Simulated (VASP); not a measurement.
A run of VASP 6.6.1:

File INCAR:

```
  PREC = Accurate
  ENCUT = 600
  EDIFF = 1E-6
  ISMEAR = -1
  SIGMA = 0.08
  LREAL = F
  LASPH = T
  NELM = 80
  ALGO = Normal
  ISIF = 3
  LWAVE = F
  LCHARG = F
  GGA = PE
  IBRION = 2
  NSW = 32
  EDIFFG = -0.005
  PSTRESS = 1400.0
```

File KPOINTS:

```
regular mesh
0
Gamma
  17 17 9
```

File POSCAR:

```
Ir
1.0
    2.5432350903      0.0000000000      0.0000000000
   -1.2716175451      2.2025061960      0.0000000000
    0.0000000000      0.0000000000      4.1349040791
Ir
2
Direct
    0.3333333333      0.6666666667      0.2500000000
    0.6666666667      0.3333333333      0.7500000000
```

Potentials or basis: VASP PAW PBE potentials, release 64 (Ir).

Launch:

```console
$ cat potpaw_PBE.64/Ir/POTCAR > POTCAR
$ mpirun -np 1 vasp_std > vasp.out
```

Hardware: 1 thread of Intel(R) Xeon(R) 6975P-C (Granite Rapids), with other jobs on the host.

Q: Estimate the wall time of this run.

A: Wall time 56 s on 1 thread of Intel(R) Xeon(R) 6975P-C (Granite Rapids) (shared host), peak memory 0.19 GiB. Counts: scf iterations 35, k points 165, ion steps 6.
